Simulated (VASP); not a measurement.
# In2Sb (P6_3/mmc) in VASP: further runs, part 2 of 2

VASP 6.6.1. The steps go on from the part before.

### 6 Single point, PBEsol

INCAR reads:

```
SYSTEM = In2Sb
PREC = Accurate
ENCUT = 520
EDIFF = 1E-7
ISMEAR = 0
SIGMA = 0.1
LREAL = .False.
LASPH = .True.
NELM = 100
ALGO = Fast
ISIF = 2
LWAVE = .False.
LCHARG = .True.
GGA = PS
LELF = .True.
LVHAR = .True.
NBANDS = 40
```

KPOINTS reads:

```
Automatic mesh
0
Gamma
  12 12 6
  0 0 0
```

POSCAR reads:

```
In2Sb
1.0
    5.3799042018      0.0000000000      0.0000000000
   -2.6899521009      4.6591337087      0.0000000000
    0.0000000000      0.0000000000      6.7225520000
In Sb
4 2
Direct
    0.6666666667      0.3333333333      0.2500000000
    0.3333333333      0.6666666667      0.7500000000
    0.0000000000      0.0000000000      0.5000000000
    0.0000000000      0.0000000000      0.0000000000
    0.6666666667      0.3333333333      0.7500000000
    0.3333333333      0.6666666667      0.2500000000
```

Potentials or basis: VASP PAW PBE potentials, release 64 (In_d, Sb).

Launch:

```console
$ cat potpaw_PBE.64/In_d/POTCAR potpaw_PBE.64/Sb/POTCAR > POTCAR
$ mpirun -np 1 vasp_std > vasp.out
```

OUTCAR:

```text
SYSTEM = In2Sb
   PREC = Accurate
   ENCUT = 520
   EDIFF = 1E-7
   ISMEAR = 0
   LREAL = .False.
   LASPH = .True.
   NELM = 100
   ISIF = 2
   GGA = PS

 ion  position               nearest neighbor table
   1  0.667  0.333  0.250-   6 3.11   6 3.11   6 3.11   5 3.36   5 3.36   3 3.53   4 3.53   3 3.53
                             4 3.53   3 3.53   4 3.53
   2  0.333  0.667  0.750-   5 3.11   5 3.11   5 3.11   6 3.36   6 3.36   3 3.53   4 3.53   4 3.53
                             3 3.53   4 3.53   3 3.53
   3  0.000  0.000  0.500-   4 3.36   4 3.36   1 3.53   5 3.53   6 3.53   2 3.53   1 3.53   5 3.53
                             2 3.53   6 3.53   1 3.53   5 3.53   2 3.53   6 3.53
   4  0.000  0.000  0.000-   3 3.36   3 3.36   1 3.53   5 3.53   6 3.53   2 3.53   1 3.53   5 3.53
                             2 3.53   6 3.53   1 3.53   5 3.53   2 3.53   6 3.53
   5  0.667  0.333  0.750-   2 3.11   2 3.11   2 3.11   1 3.36   1 3.36   3 3.53   4 3.53   3 3.53
                             4 3.53   3 3.53   4 3.53
   6  0.333  0.667  0.250-   1 3.11   1 3.11   1 3.11   2 3.36   2 3.36   3 3.53   4 3.53   4 3.53
                             3 3.53   4 3.53   3 3.53

  LATTYP: Found a hexagonal cell.
 ALAT       =     5.3799042018
 C/A-ratio  =     1.2495672317

  Lattice vectors:

 A1 = (   5.3799042018,   0.0000000000,   0.0000000000)
 A2 = (  -2.6899521009,   4.6591337087,   0.0000000000)
 A3 = (   0.0000000000,   0.0000000000,   6.7225520000)

Analysis of symmetry for initial positions (statically):
=====================================================================
 Subroutine PRICEL returns:
 Original cell was already a primitive cell.

 Routine SETGRP: Setting up the symmetry group for a
 hexagonal supercell.

 Subroutine GETGRP returns: Found 24 space group operations
 (whereof 12 operations were pure point group operations)
 out of a pool of 24 trial point group operations.

The static configuration has the point symmetry D_3d.
 The point group associated with its full space group is D_6h.

[... 143 lines left out ...]
  Fermi-wavevector in a.u.,A,eV,Ry     =   1.173097  2.216833 18.723762  1.376158
  Thomas-Fermi vector in A             =   2.309516
   LORBIT       =      0    0 simple, 1 ext, 2 COOP (PROOUT), +10 PAW based schemes
   GGA     = PS    functional components
   LHFCALC =     F    Hartree Fock is set to
   AEXX    =    0.0000 exact exchange contribution
   IVDW    =     0    specifies the selected vdW correction
   LEPSILON=     F    determine dielectric tensor
   LRPA    =     F    only Hartree local field effects (RPA)
 non-spin polarized calculation
 RMM-DIIS sequential band-by-band and
 Gauss-broadening in eV      SIGMA  =   0.10
  energy-cutoff  :      520.00
  volume of cell :      168.51
 maximum number of plane-waves:      4578
   NGX = 21   NGY = 21   NGZ = 25

 number of electron      62.0000005 magnetization

 Free energy of the ion-electron system (eV)
  ---------------------------------------------------
  ext. energy  EPLUGINS =         0.00000000
  ---------------------------------------------------
  free energy    TOTEN  =       -20.98434995 eV

  energy without entropy =      -20.96508345  energy(sigma->0) =      -20.97471670

 E-fermi :   6.9883     XC(G=0): -10.0778

 val. band max:        6.9748794166   @ k =   0.1667   0.1667   0.1667
 cond. band min:       6.9904092709   @ k =   0.0833   0.0000   0.5000
 fundamental gap:      0.0155298543
 Fermi energy:         6.9882912750

 k-point     1 :       0.0000    0.0000    0.0000
  band No.  band energies     occupation
      1      -7.6408      2.00000
      2      -7.6408      2.00000
      3      -7.6408      2.00000
      4      -7.5973      2.00000
      5      -7.5973      2.00000
      6      -7.5504      2.00000
[... 1021 lines left out ...]
     39      11.3847      0.00000
     40      11.6021      0.00000

 [... further k-points ...]

------------------------ aborting loop because EDIFF is reached ----------------------------------------

  FORCE on cell =-STRESS in cart. coord.  units (eV):
  Direction    XX          YY          ZZ          XY          YZ          ZX
  --------------------------------------------------------------------------------------
  -------------------------------------------------------------------------------------
  Total       -2.1966708     -2.1966708     -3.7175672      0.0000000     -0.0000000      0.0000000
  in kB      -20.8863077    -20.8863077    -35.3472412      0.0000000     -0.0000000      0.0000000
  external PRESSURE =     -25.7066188 kB  Pullay stress =       0.0000000 kB

 VOLUME and BASIS-vectors are now :
 -----------------------------------------------------------------------------
  energy-cutoff  :      520.00
  volume of cell :      168.51
      direct lattice vectors                 reciprocal lattice vectors
     5.379904202  0.000000000  0.000000000     0.185876916  0.107316087  0.000000000
    -2.689952101  4.659133709  0.000000000     0.000000000  0.214632175  0.000000000
     0.000000000  0.000000000  6.722552000     0.000000000  0.000000000  0.148753033

 POSITION                                       TOTAL-FORCE (eV/Angst)
 -----------------------------------------------------------------------------------
      2.68995      1.55304      1.68064        -0.000000      0.000000      0.000000
     -0.00000      3.10609      5.04191         0.000000     -0.000000      0.000000
      0.00000      0.00000      3.36128         0.000000      0.000000      0.000000
      0.00000      0.00000      0.00000         0.000000      0.000000      0.000000
      2.68995      1.55304      5.04191         0.000000      0.000000      0.000000
     -0.00000      3.10609      1.68064         0.000000     -0.000000      0.000000
 -----------------------------------------------------------------------------------
    total drift:                               -0.000000     -0.000000     -0.000000

  FREE ENERGIE OF THE ION-ELECTRON SYSTEM (eV)
  ---------------------------------------------------
  free  energy   TOTEN  =       -20.9843499499 eV

  energy  without entropy=      -20.9650834486  energy(sigma->0) =      -20.97471670
```

OSZICAR:

```text
N       E                     dE             d eps       ncg     rms          rms(c)
DAV:   1     0.585793661488E+03    0.58579E+03   -0.27579E+04  6080   0.182E+03
DAV:   2     0.431819208726E+02   -0.54261E+03   -0.52987E+03  6144   0.469E+02
DAV:   3    -0.183183922318E+02   -0.61500E+02   -0.59746E+02  7264   0.177E+02
DAV:   4    -0.210686030220E+02   -0.27502E+01   -0.27347E+01  7184   0.392E+01
DAV:   5    -0.212190270351E+02   -0.15042E+00   -0.15039E+00  9696   0.771E+00    0.471E+00
RMM:   6    -0.210124961391E+02    0.20653E+00   -0.40530E-01  6610   0.534E+00    0.255E+00
RMM:   7    -0.209872509994E+02    0.25245E-01   -0.15294E-01  7036   0.222E+00    0.666E-01
RMM:   8    -0.209834271393E+02    0.38239E-02   -0.24663E-02  7467   0.172E+00    0.133E-01
RMM:   9    -0.209840507409E+02   -0.62360E-03   -0.86800E-03  8532   0.570E-01    0.152E-01
RMM:  10    -0.209842004881E+02   -0.14975E-03   -0.24774E-03  8487   0.486E-01    0.957E-02
RMM:  11    -0.209843261491E+02   -0.12566E-03   -0.13761E-03  9255   0.206E-01    0.928E-02
RMM:  12    -0.209843419361E+02   -0.15787E-04   -0.26073E-04  8237   0.991E-02    0.384E-02
RMM:  13    -0.209843530610E+02   -0.11125E-04   -0.96176E-05 10348   0.518E-02    0.649E-02
RMM:  14    -0.209843499085E+02    0.31525E-05   -0.15384E-05  7374   0.321E-02    0.336E-02
RMM:  15    -0.209843497855E+02    0.12299E-06   -0.11885E-05 10214   0.166E-02    0.220E-02
RMM:  16    -0.209843499457E+02   -0.16020E-06   -0.21079E-06  8788   0.778E-03    0.224E-02
RMM:  17    -0.209843499499E+02   -0.42246E-08   -0.42450E-07  4813   0.389E-03
   1 F= -.20984350E+02 E0= -.20974717E+02  d E =-.192665E-01
```

Run time: 19 min. Hardware: 1 thread of Intel Xeon 8259CL, shared host; peak memory 0.55 GiB.

What came out:

* Free energy: -20.9843 eV
* Pressure: -2.6 GPa
* Band gap on the k mesh: zero (bands 31 and 32 overlap by 2.07 eV)

Levels at points of the mesh, in eV from the Fermi level:
```csv
k point,band 28,band 29,band 30,band 31,band 32,band 33,band 34,band 35
"(0.00, 0.00, 0.00)",-1.78,-1.78,-1.55,-0.51,-0.32,-0.32,0.09,0.59
"(0.50, 0.00, 0.00)",-3.58,-1.66,-1.62,-1.16,1.31,1.61,2.32,3.41
"(0.00, 0.00, 0.50)",-1.88,-1.88,-1.88,-1.05,-1.05,-0.24,-0.24,-0.24
"(0.50, 0.00, 0.50)",-3.11,-0.65,-0.65,0.47,0.47,2.39,2.39,2.96
```

Caveat: the PAW data sets were made with another functional, which shifts forces and pressure a little; spin-orbit coupling is left out, which moves the levels of the heavy elements.

### 7 The runs side by side

| k mesh | cutoff (eV) | smearing | gap on the mesh (eV) | pressure (GPa) |
| --- | --- | --- | --- | --- |
| 12 × 12 × 10 | 500 | gaussian 0.1 eV | none | -2.6 |
| 12 × 12 × 6 | 520 | tetrahedron | none | -2.6 |
| 12 × 12 × 8 | 520 | gaussian 0.1 eV | none | -2.6 |
| 1 × 1 × 1 | 520 | gaussian 0.1 eV | - | 8.7 |
| 12 × 12 × 6 | 520 | gaussian 0.1 eV | none | -2.6 |

Alike in all rows: task single point; level PBEsol; potentials or basis VASP PAW PBE potentials, release 64 (In_d, Sb); no spin polarisation; cell as given.

Caveats: some runs use coarse meshes; the PAW data sets were made with another functional, which shifts forces and pressure a little; spin-orbit coupling is left out, which moves the levels of the heavy elements.

Total energies depend on the potentials used, so only differences within one code and one set of settings carry meaning.
